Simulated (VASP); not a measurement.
Write the native input for VASP 6.6.1 that does the following.

```
Task                   : single point
Functional             : PBE
Potentials or basis    : VASP PAW PBE potentials, release 64 (Re_sv_GW, W_sv)
Cutoff                 : 560 eV
k mesh                 : 6 × 6 × 2
Occupations            : gaussian, width 0.1 eV
Spin                   : no spin polarisation
Dipole correction      : no
Further INCAR settings : ALGO = Normal; EDIFF = 1e-06; NBANDS = 100
```

The structure of Re2W lies in POSCAR:

```
Re2W
1.0
    5.1352901750      0.0000000000      0.0000000000
   -2.5676450875      4.4472917474      0.0000000000
    0.0000000000      0.0000000000      8.3814360000
Re W
8 4
Direct
    0.0000000000      0.0000000000      0.0000000000
    0.0000000000      0.0000000000      0.5000000000
    0.1723950000      0.3447900000      0.7500000000
    0.6552100000      0.8276050000      0.7500000000
    0.1723950000      0.8276050000      0.7500000000
    0.8276050000      0.6552100000      0.2500000000
    0.3447900000      0.1723950000      0.2500000000
    0.8276050000      0.1723950000      0.2500000000
    0.6666666700      0.3333333300      0.9333510000
    0.3333333300      0.6666666700      0.0666490000
    0.3333333300      0.6666666700      0.4333510000
    0.6666666700      0.3333333300      0.5666490000
```

These files were run (other wordings do the same):

INCAR

```
SYSTEM = Re2W
PREC = Accurate
ENCUT = 560
EDIFF = 1E-6
ISMEAR = 0
SIGMA = 0.1
LREAL = .False.
LASPH = .True.
NELM = 120
ALGO = Normal
ISIF = 2
LWAVE = .False.
LCHARG = .False.
GGA = PE
NBANDS = 100
GGA_COMPAT = .False.
```

KPOINTS

```
regular mesh
0
Gamma
  6 6 2
  0 0 0
```

Potentials or basis: VASP PAW PBE potentials, release 64 (Re_sv_GW, W_sv).

The run is started by

```sh
$ cat potpaw_PBE.64/Re_sv_GW/POTCAR potpaw_PBE.64/W_sv/POTCAR > POTCAR
$ mpirun -np 1 vasp_std > vasp.out
```

Results of the run:

| Property | Result |
| --- | --- |
| Pressure | -2.4 GPa |
| Largest force | 0.053 eV/Å |
| Band gap on the k mesh | zero (bands 88 and 89 overlap by 0.39 eV) |

Caveat: the k points lie up to 0.37 Å⁻¹ apart; spin-orbit coupling is left out, which moves the levels of the heavy elements.

Run time: 5.1 min on 1 thread of Intel(R) Xeon(R) 6975P-C (Granite Rapids), on a shared host, peak memory 0.44 GiB.
